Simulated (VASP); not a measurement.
Crystal: Au.

```
Au
1.0
    -1.45848    1.45848    2.21886
     1.45848   -1.45848    2.21886
     1.45848    1.45848   -2.21886
Au
1
Direct
  0.00000 0.00000 0.00000
```

```yaml
Program: VASP 6.6.1
Task: relaxation of cell and atoms
Functional: PBEsol
Potentials_or_basis: VASP PAW PBE potentials, release 64 (Au)
Cutoff: 500 eV
k_mesh: 8 × 8 × 8
Occupations: gaussian, width 0.1 eV
Spin: no spin polarisation
```

At the start: pressure -13.0 GPa; volume 18.88 Å³/atom.

Task: Where does the relaxation end?

Result: Over 7 steps the energy falls by 83.8 meV/atom and the volume is 17.05 Å³/atom (-9.7 %); space group I4/mmm (No. 139, to 0.1 Å) before and after.

Step by step:
```
step  energy change (eV)  largest force (eV/Å)  pressure (GPa)  volume (Å³)
   1              0.0000                0.0000          -13.03        18.88
   2              0.1011                0.0000           32.86        14.99
   3             -0.0828                0.0000           -0.47        17.12
   4             -0.0829                0.0000           -0.10        17.08
   5             -0.0829                0.0000            0.26        17.05
   6             -0.0833                0.0000            0.25        17.05
   7             -0.0838                0.0000            0.26        17.05
```

Final structure:
```cif
data_structure
_symmetry_space_group_name_H-M 'P 1'
_symmetry_Int_Tables_number 1
_cell_length_a 2.9432
_cell_length_b 2.9432
_cell_length_c 2.9432
_cell_angle_alpha 123.281
_cell_angle_beta 123.281
_cell_angle_gamma 84.405
_cell_volume 17.05
loop_
_atom_site_label
_atom_site_type_symbol
_atom_site_fract_x
_atom_site_fract_y
_atom_site_fract_z
_atom_site_occupancy
Au1 Au 0.00000 0.00000 0.00000 1
```

Caveat: the PAW data sets were made with another functional, which shifts forces and pressure a little.
